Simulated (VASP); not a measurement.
# Si2W in VASP: further runs, part 3 of 3

VASP 6.6.1.

## (5) Electric field gradients, LDA (equal xy, yz and zx shear strains of -1 %)

Contents of INCAR:

```
PREC = Accurate
ENCUT = 520
EDIFF = 1E-8
ISMEAR = -1
SIGMA = 0.05
LREAL = F
LASPH = T
NELM = 80
ALGO = Normal
ISIF = 2
LWAVE = F
LCHARG = F
LEFG = T
NBANDS = 18
```

Contents of KPOINTS:

```
Automatic mesh
0
Gamma
  11 11 14
```

Contents of POSCAR:

```
Si2W
1.0
   -1.6337300000      1.5943300000      3.9400000000
    1.5943300000     -1.6337300000      3.9400000000
    1.6176700000      1.6176700000     -3.9560600000
Si W
2 1
Direct
    0.3330000000      0.3330000000      0.0000000000
    0.6670000000      0.6670000000      0.0000000000
    0.0000000000      0.0000000000      0.0000000000
```

Potentials or basis: VASP PAW LDA potentials, release 64 (Si, W_sv).

Launch:

```
> cat potpaw_LDA.64/Si/POTCAR potpaw_LDA.64/W_sv/POTCAR > POTCAR
> mpirun -np 1 vasp_std > vasp.out
```

OUTCAR:

```text
PREC = Accurate
   ENCUT = 520
   EDIFF = 1E-8
   ISMEAR = -1
   LREAL = F
   LASPH = T
   NELM = 80
   ISIF = 2

 ion  position               nearest neighbor table
   1  0.333  0.333  0.000-   2 2.60   3 2.60   3 2.62   2 2.63   2 2.63   2 2.63   3 2.63   2 2.63
                             3 2.63   3 2.63
   2  0.667  0.667  0.000-   1 2.60   3 2.60   3 2.62   1 2.63   1 2.63   1 2.63   3 2.63   1 2.63
                             3 2.63   3 2.63
   3  0.000  0.000  0.000-   2 2.60   1 2.60   2 2.62   1 2.62   2 2.63   1 2.63   2 2.63   1 2.63
                             1 2.63   2 2.63

  Warning from LATTYP: Got some problem with cell dimensions!
  Tried to take original basis but could not verify dimensions!
  LATTYP: Found a base centered monoclinic cell.
 ALAT       =     4.5198558231
 B/A-ratio  =     1.0100247465
 C/A-ratio  =     0.9987774867
 COS(beta)  =    -0.4882383855

[... 711 lines left out ...]
     1.594330000 -1.633730000  3.940000000     0.311985887  0.002202302  0.128474494
     1.617670000  1.617670000 -3.956060000     0.312912712  0.312912712  0.003129127

 POSITION                                       TOTAL-FORCE (eV/Angst)
 -----------------------------------------------------------------------------------
     -0.01312     -0.01312      2.62404        -0.011350     -0.011350      0.310177
     -0.02628     -0.02628      5.25596         0.011350      0.011350     -0.310177
      0.00000      0.00000      0.00000         0.000000      0.000000     -0.000000
 -----------------------------------------------------------------------------------
    total drift:                                0.000000      0.000000     -0.000000

  FREE ENERGIE OF THE ION-ELECTRON SYSTEM (eV)
  ---------------------------------------------------
  free  energy   TOTEN  =       -27.3216182483 eV

  energy  without entropy=      -27.3191751373  energy(sigma->0) =      -27.32039669

 Electric field gradients (V/A^2)
---------------------------------------------------------------------
 ion       V_xx      V_yy      V_zz      V_xy      V_xz      V_yz
---------------------------------------------------------------------
   1       4.670     4.670    -9.341    -2.282    -1.854    -1.854
   2       4.670     4.670    -9.341    -2.282    -1.854    -1.854
   3      64.394    64.394  -128.788   -15.988   -14.155   -14.155
---------------------------------------------------------------------

 Electric field gradients after diagonalization (V/A^2)
 (convention: |V_zz| > |V_xx| > |V_yy|)
----------------------------------------------------------------------
 ion       V_xx      V_yy      V_zz     asymmetry (V_yy - V_xx)/ V_zz
----------------------------------------------------------------------
   1       6.953     2.948    -9.900       0.405
   2       6.953     2.948    -9.900       0.405
   3      80.382    50.640  -131.021       0.227
----------------------------------------------------------------------

           NMR quadrupolar parameters

 Cq : quadrupolar parameter    Cq=e*Q*V_zz/h
 eta: asymmetry parameters     (V_yy - V_xx)/ V_zz
 Q  : nuclear electric quadrupole moment in mb (millibarn)
----------------------------------------------------------------------
 ion       Cq(MHz)       eta       Q (mb)
----------------------------------------------------------------------
   1      -0.024       0.405       1.000
   2      -0.024       0.405       1.000
   3      -0.317       0.227       1.000
----------------------------------------------------------------------
```

OSZICAR:

```text
N       E                     dE             d eps       ncg     rms          rms(c)
DAV:   1     0.128718616546E+03    0.12872E+03   -0.10811E+04 16856   0.123E+03
DAV:   2    -0.236528830588E+02   -0.15237E+03   -0.14883E+03 19418   0.320E+02
DAV:   3    -0.281653035068E+02   -0.45124E+01   -0.44523E+01 20948   0.496E+01
DAV:   4    -0.282081626810E+02   -0.42859E-01   -0.42768E-01 19998   0.502E+00
DAV:   5    -0.282086337877E+02   -0.47111E-03   -0.47107E-03 19934   0.565E-01    0.251E+01
DAV:   6    -0.274472746934E+02    0.76136E+00   -0.34489E+00 18150   0.129E+01    0.855E+00
DAV:   7    -0.273497772792E+02    0.97497E-01   -0.28163E-01 17934   0.296E+00    0.461E+00
DAV:   8    -0.273223727871E+02    0.27404E-01   -0.54549E-02 19010   0.171E+00    0.302E-01
DAV:   9    -0.273217978146E+02    0.57497E-03   -0.11887E-03 19632   0.282E-01    0.182E-01
DAV:  10    -0.273216245810E+02    0.17323E-03   -0.29060E-04 20016   0.151E-01    0.406E-02
DAV:  11    -0.273216184666E+02    0.61144E-05   -0.39211E-05 19016   0.459E-02    0.199E-02
DAV:  12    -0.273216184467E+02    0.19917E-07   -0.19809E-06 19644   0.913E-03    0.550E-03
DAV:  13    -0.273216182475E+02    0.19926E-06   -0.56688E-07 18836   0.670E-03    0.947E-04
DAV:  14    -0.273216182483E+02   -0.85765E-09   -0.17656E-08 14536   0.119E-03
   1 F= -.27321618E+02 E0= -.27320397E+02  d E =-.244311E-02
```

Wall time 5.5 min (1 thread of AMD EPYC 9R45 (Zen 5), shared host); peak memory 0.4 GiB.

Results:

| Item | Value |
| --- | --- |
| Free energy | -27.3216 eV |
| Pressure | -6.5 GPa |
| Largest force | 0.311 eV/Å |
| Band gap on the k mesh | zero (bands 11 and 12 overlap by 1.21 eV) |
| Largest electric field gradient by atom | Si -9.9; W -131.0 V/Å² |

Forces in eV/Å, atoms in the order of the input:
```
Si  -0.011 -0.011  0.310
Si   0.011  0.011 -0.310
W    0.000  0.000  0.000
```

Stress tensor (GPa, compression positive):
```
-5.42  2.05  2.04
 2.05 -5.42  2.04
 2.04  2.04 -8.51
```

Electric field gradients, principal values (V/Å²):
```
atom   least  middle  greatest (by size)
1 Si   2.948   6.953              -9.900
2 Si   2.948   6.953              -9.900
 3 W  50.640  80.382            -131.021
```

Caveat: the cell differs from its parent crystal (equal xy, yz and zx shear strains of -1 %); the cell stands under tension; without QUAD_EFG the Cq values of the log hold for a quadrupole moment of 1 mb, not for the nuclei; spin-orbit coupling is left out, which moves the levels of the heavy elements.

## (6) Electric field gradients, LDA (equal xx and yy strain of +2 %)

INCAR, as its differences from that of step 5:

```diff
@@ -12,3 +12,5 @@
 LCHARG = F
+GGA = CA
 LEFG = T
+ISYM = 0
 NBANDS = 18
```

KPOINTS is that of step 5.

Contents of POSCAR:

```
Si2W
1.0
   -1.6381200000      1.6381200000      3.9400000000
    1.6381200000     -1.6381200000      3.9400000000
    1.6381200000      1.6381200000     -3.9400000000
Si W
2 1
Direct
    0.3330000000      0.3330000000      0.0000000000
    0.6670000000      0.6670000000      0.0000000000
    0.0000000000      0.0000000000      0.0000000000
```

Potentials or basis: VASP PAW LDA potentials, release 64 (Si, W_sv).

Launch:

```
> cat potpaw_LDA.64/Si/POTCAR potpaw_LDA.64/W_sv/POTCAR > POTCAR
> mpirun -np 1 vasp_std > vasp.out
```

OUTCAR:

```text
PREC = Accurate
   ENCUT = 520
   EDIFF = 1E-8
   ISMEAR = -1
   LREAL = F
   LASPH = T
   NELM = 80
   ISIF = 2
   GGA = CA
   ISYM = 0

 ion  position               nearest neighbor table
   1  0.333  0.333  0.000-   3 2.62   2 2.63   2 2.66   2 2.66   2 2.66   2 2.66   3 2.66   3 2.66
                             3 2.66   3 2.66
   2  0.667  0.667  0.000-   3 2.62   1 2.63   1 2.66   1 2.66   1 2.66   1 2.66   3 2.66   3 2.66
                             3 2.66   3 2.66
   3  0.000  0.000  0.000-   1 2.62   2 2.62   2 2.66   1 2.66   2 2.66   2 2.66   2 2.66   1 2.66
                             1 2.66   1 2.66

IMPORTANT INFORMATION: All symmetrisations will be switched off!
NOSYMM: (Re-)initialisation of all symmetry stuff for point group C_1.

----------------------------------------------------------------------------------------

                                     Primitive cell

  volume of cell :      42.2910

  direct lattice vectors                    reciprocal lattice vectors
[... 690 lines left out ...]

 POSITION                                       TOTAL-FORCE (eV/Angst)
 -----------------------------------------------------------------------------------
      0.00000      0.00000      2.62404        -0.000663     -0.000663      0.381406
      0.00000      0.00000      5.25596         0.000663      0.000663     -0.381406
      0.00000      0.00000      0.00000         0.000000      0.000000      0.000000
 -----------------------------------------------------------------------------------
    total drift:                                0.000000      0.000000      0.000000

  FREE ENERGIE OF THE ION-ELECTRON SYSTEM (eV)
  ---------------------------------------------------
  free  energy   TOTEN  =       -27.2229249029 eV

  energy  without entropy=      -27.2207093614  energy(sigma->0) =      -27.22181713

 Electric field gradients (V/A^2)
---------------------------------------------------------------------
 ion       V_xx      V_yy      V_zz      V_xy      V_xz      V_yz
---------------------------------------------------------------------
   1       6.065     6.065   -12.130     0.071    -0.001    -0.001
   2       6.065     6.065   -12.130     0.071    -0.001    -0.001
   3      82.991    82.991  -165.983    -0.027     0.060     0.060
---------------------------------------------------------------------

 Electric field gradients after diagonalization (V/A^2)
 (convention: |V_zz| > |V_xx| > |V_yy|)
----------------------------------------------------------------------
 ion       V_xx      V_yy      V_zz     asymmetry (V_yy - V_xx)/ V_zz
----------------------------------------------------------------------
   1       6.136     5.994   -12.130       0.012
   2       6.136     5.994   -12.130       0.012
   3      83.019    82.964  -165.983       0.000
----------------------------------------------------------------------

           NMR quadrupolar parameters

 Cq : quadrupolar parameter    Cq=e*Q*V_zz/h
 eta: asymmetry parameters     (V_yy - V_xx)/ V_zz
 Q  : nuclear electric quadrupole moment in mb (millibarn)
----------------------------------------------------------------------
 ion       Cq(MHz)       eta       Q (mb)
----------------------------------------------------------------------
   1      -0.029       0.012       1.000
   2      -0.029       0.012       1.000
   3      -0.401       0.000       1.000
----------------------------------------------------------------------
```

Run time: 9.2 min. Hardware: 1 thread of Intel Xeon Platinum 8259CL at 2.50GHz (Skylake/Cascade Lake), shared host; peak memory 0.66 GiB.

What came out:

```
Free energy                             : -27.2229 eV
Pressure                                : -13.9 GPa
Largest force                           : 0.381 eV/Å
Band gap on the k mesh                  : zero (bands 11 and 12 overlap by 1.06 eV)
Largest electric field gradient by atom : Si -12.1; W -166.0 V/Å²
```

Forces in eV/Å, atoms in the order of the input:
```
Si  -0.001 -0.001  0.381
Si   0.001  0.001 -0.381
W    0.000  0.000  0.000
```

Stress tensor (GPa, compression positive):
```
-14.99   0.06   0.01
  0.06 -14.99   0.01
  0.01   0.01 -11.63
```

Electric field gradients, principal values (V/Å²):
| atom | least | middle | greatest (by size) |
| --- | --- | --- | --- |
| 1 Si | 5.994 | 6.136 | -12.130 |
| 2 Si | 5.994 | 6.136 | -12.130 |
| 3 W | 82.964 | 83.019 | -165.983 |

Caveat: the cell differs from its parent crystal (equal xx and yy strain of +2 %); the cell stands under tension; without QUAD_EFG the Cq values of the log hold for a quadrupole moment of 1 mb, not for the nuclei; spin-orbit coupling is left out, which moves the levels of the heavy elements.

## (7) Summary

```tsv
cell	cutoff (eV)	gap on the mesh (eV)	pressure (GPa)	largest force (eV/Å)
a = 4.637 Å, angles 138.6, 138.6, 59.9°, 3 atoms	400	none	-17.4	0.42
a = 4.578 Å, angles 138.6, 138.6, 59.9°, 3 atoms	400	none	-10.6	0.35
a = 4.554, b = 4.554, c = 4.570 Å, angles 138.8, 138.8, 60.2°, 3 atoms	520	none	-6.5	0.31
a = 4.571 Å, angles 138.0, 138.0, 60.9°, 3 atoms	520	none	-13.9	0.38
```

Alike in all rows: task electric field gradients; level LDA; potentials or basis VASP PAW LDA potentials, release 64 (Si, W_sv); no spin polarisation; k mesh 11 × 11 × 14; smearing fermi-dirac 0.05 eV.

Caveats: the cell stands under tension; spin-orbit coupling is left out, which moves the levels of the heavy elements.

Absolute energies hang on the potentials; compare differences alone.
